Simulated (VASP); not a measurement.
# C: single point with PBEsol

Crystal: C.

```
C
1.0
     0.00000    1.77692    1.77692
     1.77692    0.00000    1.77692
     1.77692    1.77692    0.00000
C
2
Direct
  0.50000 0.50000 0.50000
  0.75000 0.75000 0.75000
```

| Quantity | Value |
| --- | --- |
| Program | VASP 6.6.1 |
| Task | single point |
| Functional | PBEsol |
| Potentials or basis | VASP PAW PBE potentials, release 64 (C_h) |
| Cutoff | 1300 eV |
| k mesh | 12 × 12 × 12 |
| Occupations | gaussian, width 0.02 eV |
| Spin | no spin polarisation |
| Dipole correction | no |
| Further INCAR settings | ALGO = Normal; EDIFF = 1e-06; NBANDS = 11 |

```yaml
Pressure: 0.1 GPa
Band_gap_on_the_k_mesh: 4.07 eV (least direct gap 5.57 eV)
```

Levels at points of the mesh, in eV from the valence-band top:
```tsv
k point	band 1	band 2	band 3	band 4	band 5	band 6	band 7	band 8
(0.00, 0.00, 0.00)	-21.67	0.00	0.00	0.00	5.57	5.57	5.57	13.62
(0.50, 0.00, 0.00)	-15.77	-13.58	-2.84	-2.84	8.43	8.43	8.99	15.59
(0.50, 0.50, 0.00)	-12.85	-12.85	-6.40	-6.40	4.63	4.63	16.95	16.95
```

Wall time 33 s on 1 thread of Intel(R) Xeon(R) Platinum 8175M CPU @ 2.50GHz (Skylake/Cascade Lake) (shared host), peak memory 0.17 GiB.

Caveat: the PAW data sets were made with another functional, which shifts forces and pressure a little. A k mesh can miss the band edges.
